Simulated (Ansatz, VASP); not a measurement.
## One calculation of Re, two programs

```
Re
1.0
     0.00000    1.93503    1.93503
     1.93503    0.00000    1.93503
     1.93503    1.93503    0.00000
Re
1
Direct
  0.00000 0.00000 0.00000
```

Change from the starting cell: volume scaled by 0.9405, crystal datasets.

Alike in both runs: task electric field gradients; functional LDA; k mesh 14 × 14 × 14; occupations fermi-dirac, width 0.03 eV; no spin polarisation.

|  | VASP | Ansatz |
| --- | --- | --- |
| version | VASP 6.6.1 | Ansatz 0.2.0 |
| potentials or method | VASP PAW LDA potentials, release 64 (Re), cutoff 520 eV | all-electron PAW with datasets made for the crystal, scalar-relativistic |

```tsv
	VASP	Ansatz	Ansatz less VASP
pressure (GPa)	-1.9	-3.3	-1.32
```

LDA's correlation is that of Perdew and Zunger in VASP and of Perdew and Wang (1992) in Ansatz. Ansatz ran all-electron here, and VASP with PAW potentials.

Spin-orbit coupling is off throughout.
